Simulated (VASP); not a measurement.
# SnSe (I4mm) in VASP: settings compared

Aim: see how the results for SnSe move with the level of theory and the settings. Levels: PBE, PBE+D3(BJ). Tasks: single point.

Program: VASP 6.6.1. These are calculated values, not measurements. Logs are shortened: lines on timing, memory, paths and dates and some standing lists are left out, and cuts for length are marked.

### 1 The cell of the first run

It takes space group I4mm (No. 107, tetragonal). The conventional cell has a = 4.493 Å, b = 4.493 Å, c = 6.174 Å, α = 90.00°, β = 90.00°, γ = 90.00°. Within 3.8 Å of Sn (site symmetry 4mm) lie 6 Se at 2.88 to 3.29 Å. Within 3.8 Å of Se (site symmetry 4mm) lie 6 Sn at 2.88 to 3.29 Å.

### 2 Single point, PBE (strained and its atoms moved)

Input file INCAR:

```
  PREC = Accurate
  ENCUT = 520
  EDIFF = 1E-6
  ISMEAR = 0
  SIGMA = 0.05
  LREAL = False
  LASPH = True
  NELM = 100
  ALGO = Normal
  ISIF = 2
  LWAVE = False
  LCHARG = False
  GGA = PE
  NBANDS = 17
```

Input file KPOINTS:

```
regular mesh
0
Gamma
  10 10 10
```

Input file POSCAR:

```
SnSe
1.0
    0.0000000000      3.0869055000      3.1772055000
    3.1772055000      0.0000000000      3.1772055000
    3.1772055000      3.0869055000      0.0000000000
Sn Se
1 1
Direct
   -0.0166112957      0.0166112957     -0.0166112957
    0.5166112957      0.4833887043      0.5166112957
```

Potentials or basis: VASP PAW PBE potentials, release 64 (Sn_d, Se).

On the command line:

```
cat potpaw_PBE.64/Sn_d/POTCAR potpaw_PBE.64/Se/POTCAR > POTCAR
mpirun -np 1 vasp_std > vasp.out
```

OUTCAR:

```text
PREC = Accurate
   ENCUT = 520
   EDIFF = 1E-6
   ISMEAR = 0
   LREAL = False
   LASPH = True
   NELM = 100
   ISIF = 2
   GGA = PE

 ion  position               nearest neighbor table
   1  0.983  0.017  0.983-   2 2.88   2 3.18   2 3.18   2 3.18   2 3.18
   2  0.517  0.483  0.517-   1 2.88   1 3.18   1 3.18   1 3.18   1 3.18

  LATTYP: Found a body centered tetragonal cell.
 ALAT       =     4.4932471085
 C/A-ratio  =     1.3740199127

  Lattice vectors:

 A1 = (   0.0000000000,  -3.0869055000,   3.1772055000)
 A2 = (   0.0000000000,  -3.0869055000,  -3.1772055000)
 A3 = (   3.1772055000,   3.0869055000,   0.0000000000)

Analysis of symmetry for initial positions (statically):
=====================================================================
 Subroutine PRICEL returns:
 Original cell was already a primitive cell.

 Routine SETGRP: Setting up the symmetry group for a
 body centered tetragonal supercell.

 Subroutine GETGRP returns: Found  8 space group operations
 (whereof  8 operations were pure point group operations)
 out of a pool of 16 trial point group operations.

The static configuration has the point symmetry C_4v.

Analysis of symmetry for dynamics (positions and initial velocities):
=====================================================================
 Subroutine PRICEL returns:
 Original cell was already a primitive cell.

 Routine SETGRP: Setting up the symmetry group for a
 body centered tetragonal supercell.

 Subroutine GETGRP returns: Found  8 space group operations
 (whereof  8 operations were pure point group operations)
 out of a pool of 16 trial point group operations.

The dynamic configuration has the point symmetry C_4v.

 Subroutine INISYM returns: Found  8 space group operations
 (whereof  8 operations are pure point group operations),
 and found     1 'primitive' translations

----------------------------------------------------------------------------------------

                                     Primitive cell

  volume of cell :      62.3224

  direct lattice vectors                    reciprocal lattice vectors
     0.000000000  3.086905500  3.177205500    -0.157370998  0.161974508  0.157370998
     3.177205500  0.000000000  3.177205500     0.157370998 -0.161974508  0.157370998
     3.177205500  3.086905500  0.000000000     0.157370998  0.161974508 -0.157370998

  length of vectors
     4.429855568  4.493247109  4.429855568     0.275258067  0.275258067  0.275258067

  position of ions in fractional coordinates (direct lattice)
     0.983388704  0.016611296  0.983388704
     0.516611296  0.483388704  0.516611296

  ion indices of the primitive-cell ions
   primitive index   ion index
                 1           1
                 2           2

----------------------------------------------------------------------------------------

 KPOINTS: regular mesh

Automatic generation of k-mesh.
 Grid dimensions read from file:
 generate k-points for:   10   10   10

 Generating k-lattice:

  Cartesian coordinates                     Fractional coordinates (reciprocal lattice)
    -0.015737100  0.016197451  0.015737100     0.100000000  0.000000000 -0.000000000
     0.015737100 -0.016197451  0.015737100     0.000000000  0.100000000  0.000000000
     0.015737100  0.016197451 -0.015737100    -0.000000000  0.000000000  0.100000000

  Length of vectors
     0.027525807  0.027525807  0.027525807

  Shift w.r.t. Gamma in fractional coordinates (k-lattice)
     0.000000000  0.000000000  0.000000000

 Subroutine IBZKPT returns following result:
 ===========================================

 Found    102 irreducible k-points:

 Following reciprocal coordinates:
            Coordinates               Weight
  0.000000  0.000000  0.000000      1.000000
  0.100000  0.000000 -0.000000      8.000000
  0.200000  0.000000 -0.000000      8.000000
  0.300000  0.000000 -0.000000      8.000000
  0.400000  0.000000 -0.000000      8.000000
  0.500000  0.000000 -0.000000      4.000000
[... 16 lines left out ...]
  0.300000  0.300000  0.000000      4.000000
  0.400000  0.300000 -0.000000     16.000000
 [... further k-points ...]
   k-points           NKPTS =    102   k-points in BZ     NKDIM =    102   number of bands    NBANDS=     17
   number of dos      NEDOS =    301   number of ions     NIONS =      2
   total plane-waves  NPLWV =  46656
   dimension x,y,z NGX =    36 NGY =   36 NGZ =   36
   dimension x,y,z NGXF=    72 NGYF=   72 NGZF=   72
   ions per type =               1   1
   NGX,Y,Z   is equivalent  to a cutoff of  13.51, 13.32, 13.51 a.u.
   NGXF,Y,Z  is equivalent  to a cutoff of  27.02, 26.64, 27.02 a.u.
 SYSTEM =  unknown system
   PREC   = accura    normal or accurate (medium, high low for compatibility)
   ISTART =      0    job   : 0-new  1-cont  2-samecut
   ICHARG =      2    charge: 1-file 2-atom 10-const
   ISPIN  =      1    spin polarized calculation?
   LNONCOLLINEAR =      F non collinear calculations
   LSORBIT =      F    spin-orbit coupling
   LASPH  =      T    aspherical Exc in radial PAW
   ENCUT  =  520.0 eV  38.22 Ry    6.18 a.u.   8.24  8.35  8.24*2*pi/ulx,y,z
   NELM   =    100;   NELMIN=  2; NELMDL= -5     # of ELM steps
   EDIFF  = 0.1E-05   stopping-criterion for ELM
   LREAL  =      F    real-space projection
   EDIFFG = 0.1E-04   stopping-criterion for IOM
   NSW    =      0    number of steps for IOM
   IBRION =     -1    ionic relax: 0-MD 1-quasi-New 2-CG
   NFREE  =      0    steps in history (QN), initial steepest desc. (CG)
   ISIF   =      2    stress and relaxation
   ISYM   =      2    0-nonsym 1-usesym 2-fastsym
   POTIM  = 0.5000    time-step for ionic-motion
   TEBEG  =    0.0;   TEEND  =   0.0 temperature during run
   PSTRESS=    0.0 pullay stress
   NELECT =      20.0000    total number of electrons
   NUPDOWN=      -1.0000    fix difference up-down
   EMIN   =  10.00;   EMAX   =-10.00  energy-range for DOS
   EFERMI =   0.00;   METHOD = LEGACY
   ISMEAR =     0;   SIGMA  =   0.05  broadening in eV -4-tet -1-fermi 0-gaus
   EFERMI_NEDOS =   21; number of points for ismear=-14 and -15
   IALGO  =     38    algorithm
   IMIX   =      4    mixing-type and parameters
     AMIX     =   0.40;   BMIX     =  1.00
     AMIX_MAG =   1.60;   BMIX_MAG =  1.00
  volume/ion in A,a.u.               =      31.16       210.29
  Fermi-wavevector in a.u.,A,eV,Ry     =   1.120823  2.118047 17.092225  1.256243
  Thomas-Fermi vector in A             =   2.257472
   LORBIT       =      0    0 simple, 1 ext, 2 COOP (PROOUT), +10 PAW based schemes
   GGA     = PE    functional components
   LHFCALC =     F    Hartree Fock is set to
   AEXX    =    0.0000 exact exchange contribution
   IVDW    =     0    specifies the selected vdW correction
   LEPSILON=     F    determine dielectric tensor
   LRPA    =     F    only Hartree local field effects (RPA)
 non-spin polarized calculation
 Gauss-broadening in eV      SIGMA  =   0.05
  energy-cutoff  :      520.00
  volume of cell :       62.32
 maximum number of plane-waves:      1703
 NGX is ok and might be reduce to    36
   NGX = 17   NGY = 17   NGZ = 17

 number of electron      19.9999998 magnetization

 Free energy of the ion-electron system (eV)
  ---------------------------------------------------
  ext. energy  EPLUGINS =         0.00000000
  ---------------------------------------------------
  free energy    TOTEN  =        -8.12566709 eV

  energy without entropy =       -8.12566709  energy(sigma->0) =       -8.12566709

 E-fermi :   4.3428     XC(G=0):  -8.9909

 val. band max:        4.0922335398   @ k =   0.5000   0.0000  -0.0000
 cond. band min:       4.5714823495   @ k =   0.5000   0.0000  -0.0000
 fundamental gap:      0.4792488097
 Fermi energy:         4.3428336844

 k-point     1 :       0.0000    0.0000    0.0000
  band No.  band energies     occupation
      1     -17.4476      2.00000
      2     -17.4416      2.00000
      3     -17.4235      2.00000
      4     -17.4235      2.00000
      5     -17.4134      2.00000
      6      -8.8876      2.00000
[... 9 lines left out ...]
     16      10.3712      0.00000
     17      12.0696      0.00000

 k-point     2 :       0.1000    0.0000   -0.0000
  band No.  band energies     occupation
      1     -17.4473      2.00000
      2     -17.4417      2.00000
      3     -17.4232      2.00000
      4     -17.4230      2.00000
      5     -17.4137      2.00000
      6      -8.8343      2.00000
[... 9 lines left out ...]
     16      10.5364      0.00000
     17      12.6162      0.00000

 k-point     3 :       0.2000    0.0000   -0.0000
  band No.  band energies     occupation
      1     -17.4465      2.00000
      2     -17.4420      2.00000
      3     -17.4224      2.00000
      4     -17.4215      2.00000
      5     -17.4143      2.00000
      6      -8.6862      2.00000
[... 9 lines left out ...]
     16      11.0339      0.00000
     17      13.9047      0.00000

 k-point     4 :       0.3000    0.0000   -0.0000
  band No.  band energies     occupation
      1     -17.4457      2.00000
      2     -17.4426      2.00000
      3     -17.4218      2.00000
      4     -17.4195      2.00000
      5     -17.4147      2.00000
      6      -8.4829      2.00000
[... 9 lines left out ...]
     16      11.8782      0.00000
     17      15.0527      0.00000
[... 343 lines left out ...]
      1     -17.4456      2.00000
      2     -17.4427      2.00000
      3     -17.4206      2.00000
      4     -17.4196      2.00000
      5     -17.4152      2.00000
      6      -8.4122      2.00000
[... 9 lines left out ...]
     16      12.9600      0.00000
     17      13.5644      0.00000

 k-point    23 :       0.3000    0.3000    0.0000
  band No.  band energies     occupation
      1     -17.4463      2.00000
      2     -17.4422      2.00000
      3     -17.4257      2.00000
      4     -17.4165      2.00000
      5     -17.4136      2.00000
      6      -8.3801      2.00000
[... 9 lines left out ...]
     16      13.4930      0.00000
     17      14.0970      0.00000

 k-point    24 :       0.4000    0.3000   -0.0000
  band No.  band energies     occupation
      1     -17.4474      2.00000
      2     -17.4412      2.00000
      3     -17.4255      2.00000
      4     -17.4155      2.00000
      5     -17.4136      2.00000
      6      -8.2447      2.00000
[... 9 lines left out ...]
     16      14.1970      0.00000
     17      15.0995      0.00000

 [... further k-points ...]
[... 5 lines left out ...]
  --------------------------------------------------------------------------------------
  -------------------------------------------------------------------------------------
  Total       -1.7814613     -0.7602371     -1.7814613      0.0000000      0.0000000      0.0000000
  in kB      -45.7976328    -19.5440999    -45.7976328      0.0000000      0.0000000      0.0000000
  external PRESSURE =     -37.0464552 kB  Pullay stress =       0.0000000 kB

 VOLUME and BASIS-vectors are now :
 -----------------------------------------------------------------------------
  energy-cutoff  :      520.00
  volume of cell :       62.32
      direct lattice vectors                 reciprocal lattice vectors
     0.000000000  3.086905500  3.177205500    -0.157370998  0.161974508  0.157370998
     3.177205500  0.000000000  3.177205500     0.157370998 -0.161974508  0.157370998
     3.177205500  3.086905500  0.000000000     0.157370998  0.161974508 -0.157370998

 POSITION                                       TOTAL-FORCE (eV/Angst)
 -----------------------------------------------------------------------------------
      3.17721      6.07126      3.17721         0.000000     -0.072948      0.000000
      3.17721      3.18946      3.17721         0.000000      0.072948      0.000000
 -----------------------------------------------------------------------------------
    total drift:                               -0.000000     -0.000487     -0.000000

  FREE ENERGIE OF THE ION-ELECTRON SYSTEM (eV)
  ---------------------------------------------------
  free  energy   TOTEN  =        -8.1256670889 eV

  energy  without entropy=       -8.1256670889  energy(sigma->0) =       -8.12566709
```

Wall time 33 s (1 thread of Intel Xeon 6975P-C (Granite Rapids), shared host); peak memory 0.27 GiB.

Results:

| Quantity | Value |
| --- | --- |
| Free energy | -8.1257 eV |
| Pressure | -3.7 GPa |
| Largest force | 0.073 eV/Å |
| Band gap on the k mesh | 0.48 eV, direct |

Forces on the atoms (eV/Å):
```
Sn   0.000 -0.073  0.000
Se   0.000  0.073  0.000
```

Stress tensor (GPa, compression positive):
```
-4.58  0.00  0.00
 0.00 -1.95  0.00
 0.00  0.00 -4.58
```

Levels at points of the mesh, in eV from the valence-band top:
```tsv
k point	band 8	band 9	band 10	band 11	band 12	band 13
(0.00, 0.00, 0.00)	-1.98	-1.61	-1.61	3.56	3.56	4.45
(0.50, 0.00, 0.00)	-1.63	-1.53	0.00	0.48	1.39	1.71
(0.50, 0.50, 0.00)	-4.47	-3.05	-2.73	3.14	4.94	5.15
(0.50, 0.00, 0.50)	-4.28	-2.97	-2.97	3.51	4.68	4.68
```

Caveat: the cell differs from its parent crystal (strained and its atoms moved); spin-orbit coupling is left out, which moves the levels of the heavy elements.

[end of part 1 of 2]
